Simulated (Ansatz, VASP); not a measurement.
**Two plane-wave programs on MgI2**

```
I Mg
1.0
     4.14000    0.00000    0.00000
    -2.07000    3.58535    0.00000
     0.00000    0.00000    6.88000
I Mg
2 1
Direct
  0.66667 0.33333 0.75000
  0.33333 0.66667 0.25000
  0.00000 0.00000 0.00000
```

Alike in both runs: functional LDA; k mesh 12 × 12 × 4; no spin polarisation.

```csv
,VASP,Ansatz
version,VASP 6.6.1,Ansatz 0.2.0
potentials or method,"VASP PAW LDA potentials, release 64 (I, Mg)",Ansatz PAW
plane-wave cutoff (eV),520,420
occupations,"gaussian, width 0.01 eV",fixed
valence electrons in the cell,16,44
task,single point,band structure
```

Ansatz gave:

- gap on the k mesh at the Fermi level (eV): 3.33
- least direct gap on the mesh (eV): 3.37
- pressure (GPa): -2.0
- traceless stress, the component that is largest in VASP (GPa): -0.37
- rms of the force components (eV/Å): 0.177

Task: Which values does VASP return?

Result: gap on the k mesh at the Fermi level (eV): 3.31; least direct gap on the mesh (eV): 3.38; pressure (GPa): -2.1; traceless stress, the component that is largest in VASP (GPa): -0.36; rms of the force components (eV/Å): 0.183.

LDA's correlation is that of Perdew and Zunger in VASP and of Perdew and Wang (1992) in Ansatz. Atom by atom the forces differ by 0.006 eV/Å (rms over components). VASP's potentials hold 16 valence electrons a cell and Ansatz's 44, so a difference there can come from the potentials and not from the codes.

Spin-orbit coupling is off throughout.
